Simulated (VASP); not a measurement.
# ZrC (P-6m2) in VASP: notebook, part 2 of 2

VASP 6.6.1. The steps go on from the part before.

## 4. Single point, r2SCAN

This run uses another cell than the first one, of 13.60 Å³/atom, 0.997 times its volume.

POSCAR reads:

```
ZrC
1.0
    3.2729194810      0.0000000000      0.0000000000
   -1.6364597405      2.8344314151      0.0000000000
    0.0000000000      0.0000000000      2.9310467534
Zr C
1 1
Direct
    0.0000000000      0.0000000000      0.0000000000
    0.6666666667      0.3333333333      0.5000000000
```

INCAR.step1 reads:

```
PREC = Accurate
ENCUT = 520
ISMEAR = 0
SIGMA = 0.05
LREAL = False
LASPH = True
NELM = 60
NBANDS = 15
GGA = PE
ALGO = Normal
EDIFF = 1E-4
LWAVE = True
LCHARG = False
```

INCAR.step2 reads:

```
PREC = Accurate
ENCUT = 520
EDIFF = 1E-6
ISMEAR = 0
SIGMA = 0.05
LREAL = False
LASPH = True
NELM = 60
ALGO = Normal
ISIF = 2
LWAVE = False
LCHARG = False
METAGGA = R2SCAN
LMIXTAU = True
NBANDS = 15
ISTART = 1
```

KPOINTS reads:

```
regular mesh
0
Gamma
  12 12 12
```

Started as:

```sh
cat potpaw_PBE.64/Zr_sv/POTCAR potpaw_PBE.64/C/POTCAR > POTCAR
cp INCAR.step1 INCAR
mpirun -np 1 vasp_std > vasp.out
cp INCAR.step2 INCAR
mpirun -np 1 vasp_std > vasp.out
```

Run time: 49 s. Hardware: 1 thread of Intel Xeon 6975P-C (Granite Rapids), shared host; peak memory 0.18 GiB.

The run converged. Its results:

```yaml
Free_energy: -33.2082 eV
Pressure: 0.2 GPa
Band_gap_on_the_k_mesh: zero (band 8 reaches 9.25 eV, above the bottom of band 9 at 8.91 eV)
```

Stress tensor (GPa, compression positive):
```
0.16 0.00 0.00
0.00 0.16 0.00
0.00 0.00 0.32
```

Levels at points of the mesh, in eV from the Fermi level:
```
           k point  band 5  band 6  band 7  band 8  band 9  band 10  band 11  band 12
(0.00, 0.00, 0.00)  -11.71   -1.72   -1.72   -1.14    1.81     5.46     5.46     5.70
(0.50, 0.00, 0.00)   -9.71   -4.24   -0.72   -0.57    0.28     4.85     5.38     5.58
(0.00, 0.00, 0.50)   -8.79   -5.16   -0.67   -0.67    1.87     1.87     5.03     5.03
(0.50, 0.00, 0.50)   -9.73   -3.77   -2.47   -2.21    2.31     5.61     6.87     7.12
```

Caveat: the PAW data sets were made with another functional, which shifts forces and pressure a little.

## 5. Single point, r2SCAN+D3(BJ)

This run uses another cell than the first one, of 13.60 Å³/atom, 0.997 times its volume.

POSCAR is that of step 4.

INCAR.step1 reads:

```
PREC = Accurate
ENCUT = 520
ISMEAR = 1
SIGMA = 0.1
LREAL = F
LASPH = T
NELM = 80
NBANDS = 15
GGA = PE
ALGO = Normal
EDIFF = 1E-4
LWAVE = T
LCHARG = F
```

INCAR.step2 reads:

```
PREC = Accurate
ENCUT = 520
EDIFF = 1E-7
ISMEAR = 1
SIGMA = 0.1
LREAL = F
LASPH = T
NELM = 80
ALGO = Normal
ISIF = 2
LWAVE = F
LCHARG = T
METAGGA = R2SCAN
LMIXTAU = T
IVDW = 12
LELF = T
LVHAR = T
VDW_S6 = 1.0
VDW_S8 = 0.78981345
VDW_A1 = 0.49484001
VDW_A2 = 5.73083694
NBANDS = 15
ISTART = 1
```

KPOINTS is that of step 4.

Potentials or basis: VASP PAW PBE potentials, release 64 (Zr_sv, C).

Started as:

```sh
cat potpaw_PBE.64/Zr_sv/POTCAR potpaw_PBE.64/C/POTCAR > POTCAR
cp INCAR.step1 INCAR
mpirun -np 1 vasp_std > vasp.out
cp INCAR.step2 INCAR
mpirun -np 1 vasp_std > vasp.out
```

OUTCAR:

```text
PREC = Accurate
   ENCUT = 520
   EDIFF = 1E-7
   ISMEAR = 1
   LREAL = F
   LASPH = T
   NELM = 80
   ISIF = 2
   METAGGA = R2SCAN
   IVDW = 12
   ISTART = 1
 IVDW          = 12

 ion  position               nearest neighbor table
   1  0.000  0.000  0.000-   2 2.39   2 2.39   2 2.39   2 2.39   2 2.39   2 2.39
   2  0.667  0.333  0.500-   1 2.39   1 2.39   1 2.39   1 2.39   1 2.39   1 2.39

  LATTYP: Found a hexagonal cell.
 ALAT       =     3.2729194810
 C/A-ratio  =     0.8955450235

  Lattice vectors:

 A1 = (   3.2729194810,   0.0000000000,   0.0000000000)
 A2 = (  -1.6364597405,   2.8344314151,   0.0000000000)
 A3 = (   0.0000000000,   0.0000000000,   2.9310467534)

Analysis of symmetry for initial positions (statically):
=====================================================================
 Subroutine PRICEL returns:
 Original cell was already a primitive cell.

 Routine SETGRP: Setting up the symmetry group for a
 hexagonal supercell.

 Subroutine GETGRP returns: Found 12 space group operations
 (whereof 12 operations were pure point group operations)
 out of a pool of 24 trial point group operations.

The static configuration has the point symmetry D_3h.

Analysis of symmetry for dynamics (positions and initial velocities):
=====================================================================
 Subroutine PRICEL returns:
 Original cell was already a primitive cell.

 Routine SETGRP: Setting up the symmetry group for a
 hexagonal supercell.

 Subroutine GETGRP returns: Found 12 space group operations
 (whereof 12 operations were pure point group operations)
 out of a pool of 24 trial point group operations.

The dynamic configuration has the point symmetry D_3h.

 Subroutine INISYM returns: Found 12 space group operations
 (whereof 12 operations are pure point group operations),
 and found     1 'primitive' translations

----------------------------------------------------------------------------------------

                                     Primitive cell
[... 121 lines left out ...]
   LRPA    =     F    only Hartree local field effects (RPA)
 non-spin polarized calculation
 Methfessel and Paxton  Order N= 1 SIGMA  =   0.10
  energy-cutoff  :      520.00
  volume of cell :       27.19
 maximum number of plane-waves:       747
   NGX = 13   NGY = 13   NGZ = 11

 number of electron      16.0000000 magnetization

 Free energy of the ion-electron system (eV)
  ---------------------------------------------------
  ext. energy  EPLUGINS =         0.00000000
  ---------------------------------------------------
  free energy    TOTEN  =       -33.20804578 eV

  energy without entropy =      -33.20776533  energy(sigma->0) =      -33.20795230

 E-fermi :   9.0502     XC(G=0): -12.5931

 val. band max:        9.0019760477   @ k =   0.3333   0.3333   0.4167
 cond. band min:       9.0540229691   @ k =   0.3333   0.2500   0.5000
 fundamental gap:      0.0520469214
 Fermi energy:         9.0501874318

 k-point     1 :       0.0000    0.0000    0.0000
  band No.  band energies     occupation
      1     -40.9294      2.00000
      2     -18.0308      2.00000
      3     -18.0308      2.00000
      4     -17.6137      2.00000
      5      -2.6594      2.00000
      6       7.3390      2.00000
      7       7.3390      2.00000
      8       7.9116      2.00000
      9      10.8642     -0.00000
     10      14.5193      0.00000
     11      14.5193      0.00000
     12      14.7545      0.00000
     13      15.6602      0.00000
     14      15.6602      0.00000
[... 401 lines left out ...]
      2     -18.5939      2.00000
      3     -18.1483      2.00000
      4     -17.6278      2.00000
      5      -1.1295      2.00000
      6       5.2720      2.00000
      7       8.2826      2.00000
      8       8.6664      2.00000
      9       9.1371     -0.01116
     10      13.5419      0.00000
     11      14.0772      0.00000
     12      15.4578      0.00000
     13      16.2980      0.00000
     14      19.1879      0.00000
     15      23.2302      0.00000

 [... further k-points ...]

------------------------ aborting loop because EDIFF is reached ----------------------------------------

 Edisp (eV)   -0.36202

 E8    (eV) :    -0.1345

  FORCE on cell =-STRESS in cart. coord.  units (eV):
  Direction    XX          YY          ZZ          XY          YZ          ZX
  --------------------------------------------------------------------------------------
  -------------------------------------------------------------------------------------
  Total      -0.34757    -0.34757    -0.31454    -0.00000     0.00000     0.00000
  in kB     -20.47992   -20.47992   -18.53372    -0.00000     0.00000     0.00000
  external pressure =      -19.83 kB  Pullay stress =        0.00 kB

 VOLUME and BASIS-vectors are now :
 -----------------------------------------------------------------------------
  energy-cutoff  :      520.00
  volume of cell :       27.19
      direct lattice vectors                 reciprocal lattice vectors
     3.272919481  0.000000000  0.000000000     0.305537611  0.176402222  0.000000000
    -1.636459741  2.834431415  0.000000000     0.000000000  0.352804444  0.000000000
     0.000000000  0.000000000  2.931046753     0.000000000  0.000000000  0.341175042

 POSITION                                       TOTAL-FORCE (eV/Angst)
 -----------------------------------------------------------------------------------
      0.00000      0.00000      0.00000        -0.000000     -0.000000      0.000000
      1.63646      0.94481      1.46552         0.000000      0.000000      0.000000
 -----------------------------------------------------------------------------------
    total drift:                                0.000000     -0.000000      0.000000

  FREE ENERGIE OF THE ION-ELECTRON SYSTEM (eV)
  ---------------------------------------------------
  free  energy   TOTEN  =       -33.5700704974 eV

  energy  without entropy=      -33.5697900455  energy(sigma->0) =      -33.56997701
```

OUTCAR.step1:

```text
PREC = Accurate
   ENCUT = 520
   ISMEAR = 1
   LREAL = F
   LASPH = T
[... 653 lines left out ...]
 -----------------------------------------------------------------------------------
      0.00000      0.00000      0.00000         0.000000      0.000000      0.000000
      1.63646      0.94481      1.46552        -0.000000      0.000000      0.000000
 -----------------------------------------------------------------------------------
    total drift:                                0.000000     -0.000000      0.000000

  FREE ENERGIE OF THE ION-ELECTRON SYSTEM (eV)
  ---------------------------------------------------
  free  energy   TOTEN  =       -18.0144705224 eV

  energy  without entropy=      -18.0143399547  energy(sigma->0) =      -18.01442700
```

Run time: 61 s. Hardware: 1 thread of Intel Xeon 6975P-C (Granite Rapids), shared host; peak memory 0.19 GiB.

What came out:

| Property | Result |
| --- | --- |
| Free energy | -33.5701 eV |
| Pressure | -2.0 GPa |
| Band gap on the k mesh | zero (band 8 reaches 9.25 eV, above the bottom of band 9 at 8.91 eV) |
| Dispersion energy per atom | -0.181 eV |

Stress tensor (GPa, compression positive):
```
-2.05  0.00  0.00
 0.00 -2.05  0.00
 0.00  0.00 -1.85
```

Caveat: three body term missing; the PAW data sets were made with another functional, which shifts forces and pressure a little; pairwise dispersion overbinds metals, which lowers pressure and volume.

## 6. The runs side by side

```tsv
level	cell	smearing	gap on the mesh (eV)	pressure (GPa)
r2SCAN	a = 3.276, b = 3.276, c = 2.934 Å, angles 90.0, 90.0, 120.0°, 2 atoms	gaussian 0.05 eV	none	-0.4
r2SCAN	a = 3.273, b = 3.273, c = 2.931 Å, angles 90.0, 90.0, 120.0°, 2 atoms	gaussian 0.05 eV	none	0.2
r2SCAN+D3(BJ)	a = 3.273, b = 3.273, c = 2.931 Å, angles 90.0, 90.0, 120.0°, 2 atoms	methfessel-paxton 0.1 eV	none	-2.0
```

Alike in all rows: task single point; potentials or basis VASP PAW PBE potentials, release 64 (Zr_sv, C); no spin polarisation; k mesh 12 × 12 × 12; cutoff (eV) 520.

Caveats: the PAW data sets were made with another functional, which shifts forces and pressure a little; three body term missing (some runs); pairwise dispersion overbinds metals, which lowers pressure and volume (some runs).

Absolute energies hang on the potentials; compare differences alone.
